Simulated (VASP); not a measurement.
Set up this calculation in VASP 6.6.1, as the native input.

```
Task                   : single point
Functional             : PBE
Dispersion             : D3(BJ)
Potentials or basis    : VASP PAW PBE potentials, release 64 (Tl_d)
Cutoff                 : 520 eV
k mesh                 : 18 × 18 × 18
Occupations            : gaussian, width 0.15 eV
Spin                   : no spin polarisation
Dipole correction      : no
Further INCAR settings : ALGO = Normal; EDIFF = 1e-06; NBANDS = 12
```

The structure of Tl lies in POSCAR:

```
Tl
1.0
    0.0000000000      2.4663412330      2.4663412330
    2.4663412330      0.0000000000      2.4663412330
    2.4663412330      2.4663412330      0.0000000000
Tl
1
Direct
    0.0000000000      0.0000000000      0.0000000000
```

This isn't the form of Tl at room conditions, which is hcp.

These files were run (other wordings do the same):

INCAR

```
PREC = Accurate
ENCUT = 520
EDIFF = 1E-6
ISMEAR = 0
SIGMA = 0.15
LREAL = False
LASPH = True
NELM = 80
ALGO = Normal
ISIF = 2
LWAVE = False
LCHARG = False
GGA = PE
IVDW = 12
NBANDS = 12
```

KPOINTS

```
regular mesh
0
Gamma
  18 18 18
```

Potentials or basis: VASP PAW PBE potentials, release 64 (Tl_d).

Command:

```console
$ cat potpaw_PBE.64/Tl_d/POTCAR > POTCAR
$ mpirun -np 1 vasp_std > vasp.out
```

Results of the run:

* Pressure: -0.8 GPa
* Band gap on the k mesh: zero (an odd number of electrons rules out a gap without spin polarisation)
* Dispersion energy per atom: -0.326 eV

Caveat: spin-orbit coupling is left out, which moves the levels of the heavy elements.

Run time: 32 s on 1 thread of Intel(R) Xeon(R) Platinum 8488C (Sapphire Rapids), on a shared host, peak memory 0.21 GiB.
